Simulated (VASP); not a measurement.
# Si7Ni13 in VASP: further runs

Runs on Si7Ni13. Level: PBEsol. Tasks: single point.

Program: VASP 6.6.1. These are calculated values, not measurements. Logs are shortened: lines on timing, memory, paths and dates and some standing lists are left out, and cuts for length are marked.

## 1. The cell of the first run

The cell holds a slab with vacuum, 20 atoms: a = 3.868 Å, b = 3.868 Å, c = 29.751 Å, α = 90.00°, β = 90.00°, γ = 120.00°.

## 2. Single point, PBEsol

INCAR

```
ALGO = Fast
DIPOL = 0.5 0.5 0.500
EDIFF = 1E-6
ENCUT = 520
GGA = PS
IDIPOL = 3
ISIF = 2
ISMEAR = 0
LASPH = T
LCHARG = T
LDIPOL = T
LELF = T
LREAL = Auto
LVACPOTAV = T
LVHAR = T
LWAVE = F
NBANDS = 95
NELM = 80
PREC = Accurate
SIGMA = 0.1
```

KPOINTS

```
k-points
0
Gamma
  9 9 1
```

POSCAR

```
Si7Ni13
1.0
    3.8684636528      0.0000000000      0.0000000000
   -1.9342318264      3.3501877970      0.0000000000
    0.0000000000      0.0000000000     29.7509557750
Si Ni
7 13
Direct
    0.6666666667      0.3333333333      0.2520927414
    0.3333333333      0.6666666667      0.3347284943
    0.6666666667      0.3333333333      0.4173642471
    0.3333333333      0.6666666667      0.5000000000
    0.6666666667      0.3333333333      0.5826357529
    0.3333333333      0.6666666667      0.6652715057
    0.6666666667      0.3333333333      0.7479072586
    0.3333333333      0.6666666667      0.2520927414
    0.0000000000      0.0000000000      0.2934106178
    0.6666666667      0.3333333333      0.3347284943
    0.0000000000      0.0000000000      0.3760463707
    0.3333333333      0.6666666667      0.4173642471
    0.0000000000      0.0000000000      0.4586821236
    0.6666666667      0.3333333333      0.5000000000
    0.0000000000      0.0000000000      0.5413178764
    0.3333333333      0.6666666667      0.5826357529
    0.0000000000      0.0000000000      0.6239536293
    0.6666666667      0.3333333333      0.6652715057
    0.0000000000      0.0000000000      0.7065893822
    0.3333333333      0.6666666667      0.7479072586
```

Potentials or basis: VASP PAW PBE potentials, release 64 (Si, Ni).

The run is started by

```console
cat potpaw_PBE.64/Si/POTCAR potpaw_PBE.64/Ni/POTCAR > POTCAR
mpirun -np 1 vasp_std > vasp.out
```

OUTCAR:

```text
EDIFF = 1E-6
   ENCUT = 520
   GGA = PS
   ISIF = 2
   ISMEAR = 0
   LASPH = T
   LREAL = Auto
   NELM = 80
   PREC = Accurate

 ion  position               nearest neighbor table
   1  0.667  0.333  0.252-   8 2.23   8 2.23   8 2.23  10 2.46   9 2.55   9 2.55   9 2.55
   2  0.333  0.667  0.335-  10 2.23  10 2.23  10 2.23  12 2.46   8 2.46  11 2.55  11 2.55  11 2.55
                             9 2.55   9 2.55   9 2.55
   3  0.667  0.333  0.417-  12 2.23  12 2.23  12 2.23  10 2.46  14 2.46  11 2.55  11 2.55  11 2.55
                            13 2.55  13 2.55  13 2.55
   4  0.333  0.667  0.500-  14 2.23  14 2.23  14 2.23  16 2.46  12 2.46  13 2.55  15 2.55  15 2.55
                            13 2.55  15 2.55  13 2.55
   5  0.667  0.333  0.583-  16 2.23  16 2.23  16 2.23  18 2.46  14 2.46  17 2.55  17 2.55  17 2.55
                            15 2.55  15 2.55  15 2.55
   6  0.333  0.667  0.665-  18 2.23  18 2.23  18 2.23  16 2.46  20 2.46  17 2.55  17 2.55  17 2.55
                            19 2.55  19 2.55  19 2.55
   7  0.667  0.333  0.748-  20 2.23  20 2.23  20 2.23  18 2.46  19 2.55  19 2.55  19 2.55
   8  0.333  0.667  0.252-   1 2.23   1 2.23   1 2.23   2 2.46   9 2.55   9 2.55   9 2.55
   9  0.000  0.000  0.293-  11 2.46   8 2.55   1 2.55   1 2.55   8 2.55   1 2.55   8 2.55  10 2.55
                             2 2.55   2 2.55  10 2.55   2 2.55  10 2.55
  10  0.667  0.333  0.335-   2 2.23   2 2.23   2 2.23   3 2.46   1 2.46  11 2.55  11 2.55  11 2.55
                             9 2.55   9 2.55   9 2.55
  11  0.000  0.000  0.376-  13 2.46   9 2.46  12 2.55   3 2.55   2 2.55  10 2.55   3 2.55  12 2.55
                             2 2.55  10 2.55  12 2.55   3 2.55   2 2.55  10 2.55
  12  0.333  0.667  0.417-   3 2.23   3 2.23   3 2.23   2 2.46   4 2.46  11 2.55  11 2.55  11 2.55
                            13 2.55  13 2.55  13 2.55
  13  0.000  0.000  0.459-  15 2.46  11 2.46  14 2.55   4 2.55  14 2.55   4 2.55  14 2.55   4 2.55
                             3 2.55  12 2.55   3 2.55  12 2.55   3 2.55  12 2.55
  14  0.667  0.333  0.500-   4 2.23   4 2.23   4 2.23   5 2.46   3 2.46  15 2.55  13 2.55  13 2.55
                            15 2.55  13 2.55  15 2.55
  15  0.000  0.000  0.541-  13 2.46  17 2.46  14 2.55   4 2.55  14 2.55   4 2.55  14 2.55   4 2.55
                            16 2.55   5 2.55   5 2.55  16 2.55   5 2.55  16 2.55
  16  0.333  0.667  0.583-   5 2.23   5 2.23   5 2.23   6 2.46   4 2.46  17 2.55  17 2.55  17 2.55
                            15 2.55  15 2.55  15 2.55
  17  0.000  0.000  0.624-  15 2.46  19 2.46  16 2.55   5 2.55  18 2.55   6 2.55   5 2.55  16 2.55
                             6 2.55  18 2.55  16 2.55   5 2.55   6 2.55  18 2.55
  18  0.667  0.333  0.665-   6 2.23   6 2.23   6 2.23   5 2.46   7 2.46  17 2.55  17 2.55  17 2.55
                            19 2.55  19 2.55  19 2.55
  19  0.000  0.000  0.707-  17 2.46   7 2.55  20 2.55   7 2.55  20 2.55   7 2.55  20 2.55  18 2.55
                             6 2.55   6 2.55  18 2.55   6 2.55  18 2.55
  20  0.333  0.667  0.748-   7 2.23   7 2.23   7 2.23   6 2.46  19 2.55  19 2.55  19 2.55

  LATTYP: Found a hexagonal cell.
 ALAT       =     3.8684636528
 C/A-ratio  =     7.6906385700

  Lattice vectors:

 A1 = (   3.8684636528,   0.0000000000,   0.0000000000)
[... 175 lines left out ...]
  Thomas-Fermi vector in A             =   2.351343
   LORBIT       =      0    0 simple, 1 ext, 2 COOP (PROOUT), +10 PAW based schemes
   GGA     = PS    functional components
   LHFCALC =     F    Hartree Fock is set to
   AEXX    =    0.0000 exact exchange contribution
   IVDW    =     0    specifies the selected vdW correction
   LEPSILON=     F    determine dielectric tensor
   LRPA    =     F    only Hartree local field effects (RPA)
 non-spin polarized calculation
 RMM-DIIS sequential band-by-band and
 Gauss-broadening in eV      SIGMA  =   0.10
  energy-cutoff  :      520.00
  volume of cell :      385.57
 maximum number of plane-waves:     10437
 NGX is ok and might be reduce to    30
   NGX = 15   NGY = 15   NGZ =111

 dipolmoment           0.000000      0.000000     -0.000000 electrons x Angstroem

 number of electron     157.9999991 magnetization

 dipolmoment           0.000000      0.000000      0.000000 electrons x Angstroem

 Free energy of the ion-electron system (eV)
  ---------------------------------------------------
  ext. energy  EPLUGINS =         0.00000000
  ---------------------------------------------------
  free energy    TOTEN  =      -128.54725530 eV

  energy without entropy =     -128.47364329  energy(sigma->0) =     -128.51044929

 E-fermi :   4.2268     XC(G=0):  -7.9724

 val. band max:        4.2202887032   @ k =   0.3333   0.1111   0.0000
 cond. band min:       4.2303228706   @ k =   0.1111  -0.0000   0.0000
 fundamental gap:      0.0100341673
 Fermi energy:         4.2267797538

 k-point     1 :       0.0000    0.0000    0.0000
  band No.  band energies     occupation
      1      -8.4374      2.00000
      2      -8.0486      2.00000
      3      -7.4220      2.00000
      4      -6.6043      2.00000
      5      -5.6487      2.00000
      6      -4.6547      2.00000
[... 1117 lines left out ...]
     90       6.8438      0.00000
     91       7.8326      0.00000
 [bands above 91 left out]

------------------------ aborting loop because EDIFF is reached ----------------------------------------

  FORCE on cell =-STRESS in cart. coord.  units (eV):
  Direction    XX          YY          ZZ          XY          YZ          ZX
  --------------------------------------------------------------------------------------
  -------------------------------------------------------------------------------------
  Total       -2.2199694     -2.2199694     -2.9185784      0.0000000     -0.0000000      0.0000000
  in kB       -9.2246306     -9.2246306    -12.1275579      0.0000000     -0.0000000      0.0000000
  external PRESSURE =     -10.1922730 kB  Pullay stress =       0.0000000 kB

 VOLUME and BASIS-vectors are now :
 -----------------------------------------------------------------------------
  energy-cutoff  :      520.00
  volume of cell :      385.57
      direct lattice vectors                 reciprocal lattice vectors
     3.868463653  0.000000000  0.000000000     0.258500555  0.149245365  0.000000000
    -1.934231826  3.350187797  0.000000000     0.000000000  0.298490730  0.000000000
     0.000000000  0.000000000 29.750955775     0.000000000  0.000000000  0.033612366

 POSITION                                       TOTAL-FORCE (eV/Angst)
 -----------------------------------------------------------------------------------
      1.93423      1.11673      7.50000        -0.000000     -0.000000      0.749132
     -0.00000      2.23346      9.95849         0.000000      0.000000     -0.249802
      1.93423      1.11673     12.41699         0.000000     -0.000000      0.022748
     -0.00000      2.23346     14.87548         0.000000      0.000000      0.000000
      1.93423      1.11673     17.33397        -0.000000     -0.000000     -0.022748
     -0.00000      2.23346     19.79246         0.000000     -0.000000      0.249802
[... 12 lines left out ...]
      0.00000      0.00000     21.02171        -0.000000     -0.000000      1.155049
     -0.00000      2.23346     22.25096         0.000000     -0.000000     -0.630495
 -----------------------------------------------------------------------------------
    total drift:                               -0.000001      0.000001      0.000000

  FREE ENERGIE OF THE ION-ELECTRON SYSTEM (eV)
  ---------------------------------------------------
  free  energy   TOTEN  =      -128.5472552957 eV

  energy  without entropy=     -128.4736432855  energy(sigma->0) =     -128.51044929

 vacuum level on the upper side and lower side of the slab         8.928         8.928
```

Run time: 12 min. Hardware: 1 thread of AMD EPYC 9R45 (Zen 5), shared host; peak memory 0.59 GiB.

What came out:

```
Free energy            : -128.5473 eV
Largest force          : 1.155 eV/Å
Band gap on the k mesh : zero (bands 79 and 80 overlap by 3.28 eV)
```

Forces in eV/Å, atoms in the order of the input:
```
Si   0.000  0.000  0.749
Si   0.000  0.000 -0.250
Si   0.000  0.000  0.023
Si   0.000  0.000  0.000
Si   0.000  0.000 -0.023
Si   0.000  0.000  0.250
Si   0.000  0.000 -0.749
Ni   0.000  0.000  0.630
Ni   0.000  0.000 -1.155
Ni   0.000  0.000 -0.072
Ni   0.000  0.000  0.016
Ni   0.000  0.000 -0.064
Ni   0.000  0.000  0.024
Ni   0.000  0.000  0.000
Ni   0.000  0.000 -0.024
Ni   0.000  0.000  0.064
Ni   0.000  0.000 -0.016
Ni   0.000  0.000  0.072
Ni   0.000  0.000  1.155
Ni   0.000  0.000 -0.630
```

Caveat: the PAW data sets were made with another functional, which shifts forces and pressure a little. Spin polarisation is off, so any magnetic state and its effect on volume and gap are missing.

## 3. Single point, PBEsol

INCAR

```
SYSTEM = Si7Ni13
  ALGO = Fast
  DIPOL = 0.5 0.5 0.500
  EDIFF = 1E-7
  ENCUT = 520
  GGA = PS
  IDIPOL = 3
  ISIF = 2
  ISMEAR = 0
  LASPH = .TRUE.
  LCHARG = .TRUE.
  LDIPOL = .TRUE.
  LELF = .TRUE.
  LREAL = Auto
  LVACPOTAV = .TRUE.
  LVHAR = .TRUE.
  LWAVE = .FALSE.
  NBANDS = 95
  NELM = 100
  PREC = Accurate
  SIGMA = 0.1
```

KPOINTS

```
k-points
0
G
  9 9 1
  0 0 0
```

POSCAR

```
Si7Ni13
1.0
    3.8684636528      0.0000000000      0.0000000000
   -1.9342318264      3.3501877970      0.0000000000
    0.0000000000      0.0000000000     29.7509557750
Si Ni
7 13
Direct
    0.6666666667      0.3333333333      0.2582555521
    0.3333333333      0.6666666667      0.3342924703
    0.6666666667      0.3333333333      0.4184360395
    0.3333333333      0.6666666667      0.5000000022
    0.6666666667      0.3333333333      0.5815639390
    0.3333333333      0.6666666667      0.6657075370
    0.6666666667      0.3333333333      0.7417444224
    0.3333333333      0.6666666667      0.2542259187
    0.0000000000      0.0000000000      0.2887814859
    0.6666666667      0.3333333333      0.3358507672
    0.0000000000      0.0000000000      0.3744507160
    0.3333333333      0.6666666667      0.4160320077
    0.0000000000      0.0000000000      0.4581878372
    0.6666666667      0.3333333333      0.4999999985
    0.0000000000      0.0000000000      0.5418121597
    0.3333333333      0.6666666667      0.5839679822
    0.0000000000      0.0000000000      0.6255492851
    0.6666666667      0.3333333333      0.6641492171
    0.0000000000      0.0000000000      0.7112185322
    0.3333333333      0.6666666667      0.7457741301
```

Potentials or basis: VASP PAW PBE potentials, release 64 (Si, Ni).

The run is started by

```console
cat potpaw_PBE.64/Si/POTCAR potpaw_PBE.64/Ni/POTCAR > POTCAR
mpirun -np 1 vasp_std > vasp.out
```

OUTCAR:

```text
SYSTEM = Si7Ni13
   EDIFF = 1E-7
   ENCUT = 520
   GGA = PS
   ISIF = 2
   ISMEAR = 0
   LASPH = .TRUE.
   LREAL = Auto
   NELM = 100
   PREC = Accurate

 ion  position               nearest neighbor table
   1  0.667  0.333  0.258-   8 2.24   8 2.24   8 2.24  10 2.31   9 2.41   9 2.41   9 2.41
   2  0.333  0.667  0.334-  10 2.23  10 2.23  10 2.23   8 2.38  12 2.43  11 2.53  11 2.53  11 2.53
                             9 2.61   9 2.61   9 2.61
   3  0.667  0.333  0.418-  12 2.23  12 2.23  12 2.23  14 2.43  10 2.46  13 2.53  13 2.53  13 2.53
                            11 2.59  11 2.59  11 2.59
   4  0.333  0.667  0.500-  14 2.23  14 2.23  14 2.23  16 2.50  12 2.50  15 2.56  15 2.56  15 2.56
                            13 2.56  13 2.56  13 2.56
   5  0.667  0.333  0.582-  16 2.23  16 2.23  16 2.23  14 2.43  18 2.46  15 2.53  15 2.53  15 2.53
                            17 2.59  17 2.59  17 2.59
   6  0.333  0.667  0.666-  18 2.23  18 2.23  18 2.23  20 2.38  16 2.43  17 2.53  17 2.53  17 2.53
                            19 2.61  19 2.61  19 2.61
   7  0.667  0.333  0.742-  20 2.24  20 2.24  20 2.24  18 2.31  19 2.41  19 2.41  19 2.41
[... 248 lines left out ...]
      4      -6.6899      2.00000
      5      -5.6367      2.00000
      6      -4.5954      2.00000
[... 1117 lines left out ...]
     90       6.9193      0.00000
     91       8.0631      0.00000
 [bands above 91 left out]

------------------------ aborting loop because EDIFF is reached ----------------------------------------

  FORCE on cell =-STRESS in cart. coord.  units (eV):
  Direction    XX          YY          ZZ          XY          YZ          ZX
  --------------------------------------------------------------------------------------
  -------------------------------------------------------------------------------------
  Total        0.5171824      0.5171824      0.0941428      0.0000000      0.0000000      0.0000000
  in kB        2.1490460      2.1490460      0.3911913      0.0000000      0.0000000      0.0000000
  external PRESSURE =       1.5630945 kB  Pullay stress =       0.0000000 kB

 VOLUME and BASIS-vectors are now :
 -----------------------------------------------------------------------------
  energy-cutoff  :      520.00
  volume of cell :      385.57
      direct lattice vectors                 reciprocal lattice vectors
     3.868463653  0.000000000  0.000000000     0.258500555  0.149245365  0.000000000
    -1.934231826  3.350187797  0.000000000     0.000000000  0.298490730  0.000000000
     0.000000000  0.000000000 29.750955775     0.000000000  0.000000000  0.033612366

 POSITION                                       TOTAL-FORCE (eV/Angst)
 -----------------------------------------------------------------------------------
      1.93423      1.11673      7.68335         0.000000     -0.000000     -0.005018
     -0.00000      2.23346      9.94552        -0.000000      0.000000      0.005784
      1.93423      1.11673     12.44887         0.000000      0.000000     -0.006912
     -0.00000      2.23346     14.87548         0.000000      0.000000      0.000000
      1.93423      1.11673     17.30208         0.000000      0.000000      0.006912
     -0.00000      2.23346     19.80544        -0.000000     -0.000000     -0.005784
[... 12 lines left out ...]
      0.00000      0.00000     21.15943         0.000000      0.000000     -0.011200
     -0.00000      2.23346     22.18749        -0.000000      0.000000      0.026048
 -----------------------------------------------------------------------------------
    total drift:                                0.000002     -0.000001      0.000033

  FREE ENERGIE OF THE ION-ELECTRON SYSTEM (eV)
  ---------------------------------------------------
  free  energy   TOTEN  =      -128.9232140843 eV

  energy  without entropy=     -128.8793365639  energy(sigma->0) =     -128.90127532

 vacuum level on the upper side and lower side of the slab         8.796         8.796
```

OSZICAR:

```text
N       E                     dE             d eps       ncg     rms          rms(c)
DAV:   1     0.132508058510E+04    0.13251E+04   -0.69401E+04  2280   0.187E+03
DAV:   2     0.171481484099E+02   -0.13079E+04   -0.12569E+04  2280   0.430E+02
DAV:   3    -0.139309471043E+03   -0.15646E+03   -0.14737E+03  2434   0.191E+02
[... 26 lines left out ...]
RMM:  30    -0.128923208317E+03   -0.79170E-05   -0.63234E-07  1925   0.198E-03    0.499E-04
RMM:  31    -0.128923211654E+03   -0.33366E-05   -0.25255E-07  1739   0.144E-03    0.464E-04
RMM:  32    -0.128923213521E+03   -0.18673E-05   -0.17114E-07  1673   0.128E-03    0.305E-04
RMM:  33    -0.128923214032E+03   -0.51090E-06   -0.53142E-08  1563   0.924E-04    0.139E-04
RMM:  34    -0.128923214084E+03   -0.52109E-07   -0.15317E-08  1363   0.557E-04
   1 F= -.12892321E+03 E0= -.12890128E+03  d E =-.438775E-01
```

It took 13 min on 1 thread of AMD EPYC 9R45 (Zen 5), shared host; peak memory 0.59 GiB.

What came out:

```
Free energy            : -128.9232 eV
Largest force          : 0.026 eV/Å
Band gap on the k mesh : zero (bands 79 and 80 overlap by 3.24 eV)
```

Forces in eV/Å, atoms in the order of the input:
```
Si   0.000  0.000 -0.005
Si   0.000  0.000  0.006
Si   0.000  0.000 -0.007
Si   0.000  0.000  0.000
Si   0.000  0.000  0.007
Si   0.000  0.000 -0.006
Si   0.000  0.000  0.005
Ni   0.000  0.000 -0.026
Ni   0.000  0.000  0.011
Ni   0.000  0.000  0.023
Ni   0.000  0.000 -0.001
Ni   0.000  0.000 -0.006
Ni   0.000  0.000  0.000
Ni   0.000  0.000  0.000
Ni   0.000  0.000  0.000
Ni   0.000  0.000  0.006
Ni   0.000  0.000  0.001
Ni   0.000  0.000 -0.023
Ni   0.000  0.000 -0.011
Ni   0.000  0.000  0.026
```

Caveat: the PAW data sets were made with another functional, which shifts forces and pressure a little. Spin polarisation is off, so any magnetic state and its effect on volume and gap are missing.

The gap in the log of VASP goes by the Fermi energy; the results here count the filled bands.